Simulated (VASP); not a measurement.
# Ta2C (P-3m1) in VASP: notebook

Runs on Ta2C. Level: r2SCAN. Tasks: relaxation of the atoms.

Everything below comes from runs of VASP 6.6.1. Logs are shortened: lines on timing, memory, paths and dates and some standing lists are left out, and cuts for length are marked.

## (1) The cell of the first run

The structure is trigonal, space group P-3m1 (No. 164). The conventional cell has a = 3.152 Å, b = 3.152 Å, c = 5.007 Å, α = 90.00°, β = 90.00°, γ = 120.00°. Ta (site symmetry 3m) has 3 C at 2.22 Å within 2.9 Å. C (site symmetry -3m) has 6 Ta at 2.22 Å within 2.9 Å.

## (2) Relaxation of the atoms, r2SCAN

POSCAR

```
Ta2C
1.0
    3.1524364300      0.0000000000      0.0000000000
   -1.5762182100      2.7300900300      0.0000000000
    0.0000000000      0.0000000000      5.0070524300
Ta C
2 1
Direct
    0.3333333300      0.6666666700      0.2535410700
    0.6666666700      0.3333333300      0.7464589300
    0.0000000000      0.0000000000      0.0000000000
```

INCAR.step1

```
ALGO = Normal ; EDIFF = 1E-4
ENCUT = 520 ; GGA = PE
ISMEAR = -1 ; LASPH = True
LCHARG = False ; LREAL = False
LWAVE = True ; NELM = 60
PREC = Accurate ; SIGMA = 0.1
```

INCAR.step2

```
ALGO = Normal ; EDIFF = 1E-7
EDIFFG = -0.01 ; ENCUT = 520
IBRION = 2 ; ISIF = 2
ISMEAR = -1 ; ISTART = 1
LASPH = True ; LCHARG = False
LMIXTAU = True ; LREAL = False
LWAVE = False ; METAGGA = R2SCAN
NELM = 60 ; NSW = 50
PREC = Accurate ; SIGMA = 0.1
```

KPOINTS

```
k-points
0
Gamma
  12 12 7
```

Potentials or basis: VASP PAW PBE potentials, release 64 (Ta_pv, C).

The run is started by

```bash
$ cat potpaw_PBE.64/Ta_pv/POTCAR potpaw_PBE.64/C/POTCAR > POTCAR
$ cp INCAR.step1 INCAR
$ mpirun -np 1 vasp_std > vasp.out
$ cp INCAR.step2 INCAR
$ mpirun -np 1 vasp_std > vasp.out
```

OUTCAR:

```text
EDIFF = 1E-7
   EDIFFG = -0.01
   ENCUT = 520
   IBRION = 2
   ISIF = 2
   ISMEAR = -1
   ISTART = 1
   LASPH = True
   LREAL = False
   METAGGA = R2SCAN
   NELM = 60
   NSW = 50
   PREC = Accurate

 ion  position               nearest neighbor table
   1  0.333  0.667  0.254-   3 2.22   3 2.22   3 2.22   2 3.07   2 3.07   2 3.07   2 3.12   2 3.12
                             2 3.12
   2  0.667  0.333  0.746-   3 2.22   3 2.22   3 2.22   1 3.07   1 3.07   1 3.07   1 3.12   1 3.12
                             1 3.12
   3  0.000  0.000  0.000-   1 2.22   2 2.22   1 2.22   2 2.22   2 2.22   1 2.22

  LATTYP: Found a hexagonal cell.
 ALAT       =     3.1524364300
 C/A-ratio  =     1.5883119426

  Lattice vectors:

 A1 = (   3.1524364300,   0.0000000000,   0.0000000000)
 A2 = (  -1.5762182100,   2.7300900300,   0.0000000000)
 A3 = (   0.0000000000,   0.0000000000,   5.0070524300)

Analysis of symmetry for initial positions (statically):
=====================================================================
 Subroutine PRICEL returns:
 Original cell was already a primitive cell.

 Routine SETGRP: Setting up the symmetry group for a
 hexagonal supercell.

 Subroutine GETGRP returns: Found 12 space group operations
 (whereof 12 operations were pure point group operations)
 out of a pool of 24 trial point group operations.

The static configuration has the point symmetry D_3d.

Analysis of symmetry for dynamics (positions and initial velocities):
=====================================================================
 Subroutine PRICEL returns:
 Original cell was already a primitive cell.

 Routine SETGRP: Setting up the symmetry group for a
 hexagonal supercell.

 Subroutine GETGRP returns: Found 12 space group operations
 (whereof 12 operations were pure point group operations)
 out of a pool of 24 trial point group operations.

The dynamic configuration has the point symmetry D_3d.

 Subroutine INISYM returns: Found 12 space group operations
 (whereof 12 operations are pure point group operations),
 and found     1 'primitive' translations

----------------------------------------------------------------------------------------

                                     Primitive cell

  volume of cell :      43.0929

  direct lattice vectors                    reciprocal lattice vectors
     3.152436430  0.000000000  0.000000000     0.317214961  0.183144143  0.000000000
    -1.576218210  2.730090030  0.000000000     0.000000000  0.366288287  0.000000000
     0.000000000  0.000000000  5.007052430     0.000000000  0.000000000  0.199718300

  length of vectors
     3.152436430  3.152436426  5.007052430     0.366288286  0.366288287  0.199718300

  position of ions in fractional coordinates (direct lattice)
     0.333333330  0.666666670  0.253541070
     0.666666670  0.333333330  0.746458930
     0.000000000  0.000000000  0.000000000

  ion indices of the primitive-cell ions
   primitive index   ion index
                 1           1
                 2           2
                 3           3

----------------------------------------------------------------------------------------

 KPOINTS: k-points

Automatic generation of k-mesh.
 Grid dimensions read from file:
 generate k-points for:   12   12    7

 Generating k-lattice:

  Cartesian coordinates                     Fractional coordinates (reciprocal lattice)
     0.026434580  0.015262012  0.000000000     0.083333333  0.000000000  0.000000000
     0.000000000  0.030524024  0.000000000     0.000000000  0.083333333  0.000000000
     0.000000000  0.000000000  0.028531186     0.000000000  0.000000000  0.142857143

  Length of vectors
     0.030524024  0.030524024  0.028531186

  Shift w.r.t. Gamma in fractional coordinates (k-lattice)
     0.000000000  0.000000000  0.000000000

 Subroutine IBZKPT returns following result:
 ===========================================

 Found    112 irreducible k-points:

 Following reciprocal coordinates:
            Coordinates               Weight
  0.000000  0.000000  0.000000      1.000000
  0.083333 -0.000000  0.000000      6.000000
  0.166667  0.000000  0.000000      6.000000
  0.250000 -0.000000  0.000000      6.000000
  0.333333  0.000000  0.000000      6.000000
  0.416667 -0.000000  0.000000      6.000000
[... 16 lines left out ...]
  0.166667  0.000000  0.142857      6.000000
  0.000000  0.166667  0.142857      6.000000
 [... further k-points ...]
   k-points           NKPTS =    112   k-points in BZ     NKDIM =    112   number of bands    NBANDS=     17
   number of dos      NEDOS =    301   number of ions     NIONS =      3
   total plane-waves  NPLWV =  23040
   dimension x,y,z NGX =    24 NGY =   24 NGZ =   40
   dimension x,y,z NGXF=    48 NGYF=   48 NGZF=   80
   ions per type =               2   1
   NGX,Y,Z   is equivalent  to a cutoff of  12.66, 12.66, 13.28 a.u.
   NGXF,Y,Z  is equivalent  to a cutoff of  25.31, 25.31, 26.56 a.u.
 SYSTEM =  unknown system
   PREC   = accura    normal or accurate (medium, high low for compatibility)
   ISTART =      1    job   : 0-new  1-cont  2-samecut
   ICHARG =      0    charge: 1-file 2-atom 10-const
   ISPIN  =      1    spin polarized calculation?
   LNONCOLLINEAR =      F non collinear calculations
   LSORBIT =      F    spin-orbit coupling
   LASPH  =      T    aspherical Exc in radial PAW
   ENCUT  =  520.0 eV  38.22 Ry    6.18 a.u.   5.86  5.86  9.31*2*pi/ulx,y,z
   NELM   =     60;   NELMIN=  2; NELMDL=  0     # of ELM steps
   EDIFF  = 0.1E-06   stopping-criterion for ELM
   LREAL  =      F    real-space projection
   EDIFFG = -.1E-01   stopping-criterion for IOM
   NSW    =     50    number of steps for IOM
   IBRION =      2    ionic relax: 0-MD 1-quasi-New 2-CG
   NFREE  =      1    steps in history (QN), initial steepest desc. (CG)
   ISIF   =      2    stress and relaxation
   ISYM   =      2    0-nonsym 1-usesym 2-fastsym
   POTIM  = 0.5000    time-step for ionic-motion
   TEBEG  =    0.0;   TEEND  =   0.0 temperature during run
   PSTRESS=    0.0 pullay stress
   NELECT =      26.0000    total number of electrons
   NUPDOWN=      -1.0000    fix difference up-down
   EMIN   =  10.00;   EMAX   =-10.00  energy-range for DOS
   EFERMI =   0.00;   METHOD = LEGACY
   ISMEAR =    -1;   SIGMA  =   0.10  broadening in eV -4-tet -1-fermi 0-gaus
   EFERMI_NEDOS =   21; number of points for ismear=-14 and -15
   IALGO  =     38    algorithm
   IMIX   =      4    mixing-type and parameters
     AMIX     =   0.40;   BMIX     =  1.00
     AMIX_MAG =   1.60;   BMIX_MAG =  1.00
  volume/ion in A,a.u.               =      14.36        96.94
  Fermi-wavevector in a.u.,A,eV,Ry     =   1.383346  2.614145 26.036734  1.913646
  Thomas-Fermi vector in A             =   2.507952
   LORBIT       =      0    0 simple, 1 ext, 2 COOP (PROOUT), +10 PAW based schemes
   METAGGA = R2SCAN    functional components
   LHFCALC =     F    Hartree Fock is set to
   AEXX    =    0.0000 exact exchange contribution
   IVDW    =     0    specifies the selected vdW correction
   LEPSILON=     F    determine dielectric tensor
   LRPA    =     F    only Hartree local field effects (RPA)
 conjugate gradient relaxation of ions
 non-spin polarized calculation
  energy-cutoff  :      520.00
  volume of cell :       43.09
 maximum number of plane-waves:      1182
   NGX = 11   NGY = 11   NGZ = 19

--------------------------------------- Ionic step        1  -------------------------------------------

 number of electron      25.9999998 magnetization

 Free energy of the ion-electron system (eV)
  ---------------------------------------------------
  ext. energy  EPLUGINS =         0.00000000
  ---------------------------------------------------
  free energy    TOTEN  =      -109.12636400 eV

  energy without entropy =     -109.10256390  energy(sigma->0) =     -109.11446395

------------------------ aborting loop because EDIFF is reached ----------------------------------------

  FORCE on cell =-STRESS in cart. coord.  units (eV):
  Direction    XX          YY          ZZ          XY          YZ          ZX
  --------------------------------------------------------------------------------------
  -------------------------------------------------------------------------------------
  Total       -2.6096521     -2.6096521     -2.7237485     -0.0000000     -0.0000000      0.0000000
  in kB      -97.0259164    -97.0259162   -101.2679804     -0.0000002     -0.0000000      0.0000000
  external PRESSURE =     -98.4399377 kB  Pullay stress =       0.0000000 kB
[... 59 lines left out ...]
  energy  without entropy=     -109.1057785428  energy(sigma->0) =     -109.11746710

--------------------------------------- Ionic step        3  -------------------------------------------

 number of electron      25.9999995 magnetization

 Free energy of the ion-electron system (eV)
  ---------------------------------------------------
  ext. energy  EPLUGINS =         0.00000000
  ---------------------------------------------------
  free energy    TOTEN  =      -109.12953475 eV

  energy without entropy =     -109.10607326  energy(sigma->0) =     -109.11780401

 E-fermi :   6.2352     XC(G=0): -13.6189

 val. band max:        6.1725854050   @ k =   0.0000   0.0833   0.4286
 cond. band min:       6.2441267552   @ k =   0.0833  -0.0000   0.4286
 fundamental gap:      0.0715413501
 Fermi energy:         6.2352482937

 k-point     1 :       0.0000    0.0000    0.0000
  band No.  band energies     occupation
      1     -30.0407      2.00000
      2     -29.4372      2.00000
      3     -29.4372      2.00000
      4     -29.3368      2.00000
      5     -29.3368      2.00000
      6     -29.2510      2.00000
[... 9 lines left out ...]
     16       7.3253      0.00004
     17       8.6398      0.00000
[... 443 lines left out ...]
      1     -29.9505      2.00000
      2     -29.5636      2.00000
      3     -29.4810      2.00000
      4     -29.4745      2.00000
      5     -29.3604      2.00000
      6     -29.3011      2.00000
[... 9 lines left out ...]
     16       7.6076      0.00000
     17       9.1957      0.00000

 [... further k-points ...]

------------------------ aborting loop because EDIFF is reached ----------------------------------------

  FORCE on cell =-STRESS in cart. coord.  units (eV):
  Direction    XX          YY          ZZ          XY          YZ          ZX
  --------------------------------------------------------------------------------------
  -------------------------------------------------------------------------------------
  Total       -2.4808846     -2.4808846     -2.4890116     -0.0000000     -0.0000000      0.0000000
  in kB      -92.2383856    -92.2383855    -92.5405452     -0.0000002     -0.0000000      0.0000000
  external PRESSURE =     -92.3391054 kB  Pullay stress =       0.0000000 kB
[... 18 lines left out ...]
  FREE ENERGIE OF THE ION-ELECTRON SYSTEM (eV)
  ---------------------------------------------------
  free  energy   TOTEN  =      -109.1295347547 eV

  energy  without entropy=     -109.1060732600  energy(sigma->0) =     -109.11780401

 reached required accuracy - stopping structural energy minimisation
```

Run time: 4.8 min. Hardware: 1 thread of Intel Xeon 6975P-C (Granite Rapids), shared host; peak memory 0.22 GiB.

Results:

```yaml
Free_energy: -109.1295 eV
Energy_gained_by_relaxing: 1.1 meV/atom
Ionic_steps: 3
Pressure_after_relaxing: -9.2 GPa
Band_gap_on_the_k_mesh: zero (bands 13 and 14 overlap by 0.69 eV)
```

The path:
| step | energy change (eV) | largest force (eV/Å) | pressure (GPa) |
| --- | --- | --- | --- |
| 1 | 0.0000 | 0.2964 | -9.84 |
| 2 | -0.0028 | 0.1038 | -9.00 |
| 3 | -0.0032 | 0.0001 | -9.23 |

Final structure:
```xyz
3
Lattice="3.1524 0.0000 0.0000 -1.5762 2.7301 0.0000 0.0000 0.0000 5.0071" Properties=species:S:1:pos:R:3 pbc="T T T"
Ta    0.0000    1.8201    1.2588
Ta    1.5762    0.9100    3.7482
C     0.0000    0.0000    0.0000
```

Caveat: the PAW data sets were made with another functional, which shifts forces and pressure a little; spin-orbit coupling is left out, which moves the levels of the heavy elements.

## (3) Relaxation of the atoms, r2SCAN

This run uses another cell than the first one, of 14.09 Å³/atom.

POSCAR

```
Ta2C
1.0
    3.1320975600      0.0000000000      0.0000000000
   -1.5660487800      2.7124760600      0.0000000000
    0.0000000000      0.0000000000      4.9747479600
Ta C
2 1
Direct
    0.3333333300      0.6666666700      0.2535410700
    0.6666666700      0.3333333300      0.7464589300
    0.0000000000      0.0000000000      0.0000000000
```

INCAR.step1

```
ALGO     = Normal         # electronic algorithm
EDIFF    = 1E-4           # SCF threshold, eV
ENCUT    = 520            # plane-wave cutoff, eV
GGA      = PE             # functional
ISMEAR   = -1             # smearing method
LASPH    = True           # aspherical terms in the spheres
LCHARG   = False          # write CHGCAR
LREAL    = False          # projectors in reciprocal space
LWAVE    = True           # write WAVECAR
NELM     = 60             # most SCF steps
PREC     = Accurate       # precision mode
SIGMA    = 0.1            # smearing width, eV
```

INCAR.step2

```
ALGO     = Normal         # electronic algorithm
EDIFF    = 1E-7           # SCF threshold, eV
EDIFFG   = -0.01          # ionic threshold
ENCUT    = 520            # plane-wave cutoff, eV
IBRION   = 2              # ionic algorithm
ISIF     = 2              # what is computed and relaxed
ISMEAR   = -1             # smearing method
ISTART   = 1            
LASPH    = True           # aspherical terms in the spheres
LCHARG   = False          # write CHGCAR
LMIXTAU  = True         
LREAL    = False          # projectors in reciprocal space
LWAVE    = False          # write WAVECAR
METAGGA  = R2SCAN         # meta-GGA
NELM     = 60             # most SCF steps
NSW      = 50             # ionic steps
PREC     = Accurate       # precision mode
SIGMA    = 0.1            # smearing width, eV
```

KPOINTS is that of step 2.

Potentials or basis: VASP PAW PBE potentials, release 64 (Ta_pv, C).

The run is started by

```bash
$ cat potpaw_PBE.64/Ta_pv/POTCAR potpaw_PBE.64/C/POTCAR > POTCAR
$ cp INCAR.step1 INCAR
$ mpirun -np 1 vasp_std > vasp.out
$ cp INCAR.step2 INCAR
$ mpirun -np 1 vasp_std > vasp.out
```

It took 14 min on 1 thread of Oxide Virtual Turin-like, shared host; peak memory 0.19 GiB.

The run converged. Its results:

* Free energy: -109.1651 eV
* Energy gained by relaxing: 0.3 meV/atom
* Ionic steps: 3
* Pressure after relaxing: -4.5 GPa
* Band gap on the k mesh: zero (bands 13 and 14 overlap by 0.71 eV)

The path:
```csv
step,energy change (eV),largest force (eV/Å),pressure (GPa)
1,0.0000,0.1524,-4.85
2,-0.0006,0.0669,-4.40
3,-0.0008,0.0004,-4.54
```

Final structure:
```
CELL_PARAMETERS angstrom
3.13210 0.00000 0.00000
-1.56605 2.71248 0.00000
0.00000 0.00000 4.97475
ATOMIC_POSITIONS crystal
Ta 0.33333 0.66667 0.25251
Ta 0.66667 0.33333 0.74749
C 0.00000 0.00000 0.00000
```

Levels at points of the mesh, in eV from the Fermi level:
```tsv
k point	band 10	band 11	band 12	band 13	band 14	band 15	band 16	band 17
(0.00, 0.00, 0.00)	-3.82	-3.53	0.02	0.50	0.50	1.12	1.12	2.42
(0.50, 0.00, 0.00)	-4.24	-3.79	-2.11	-0.50	3.33	3.46	4.51	5.08
```

Caveat: the PAW data sets were made with another functional, which shifts forces and pressure a little; spin-orbit coupling is left out, which moves the levels of the heavy elements.
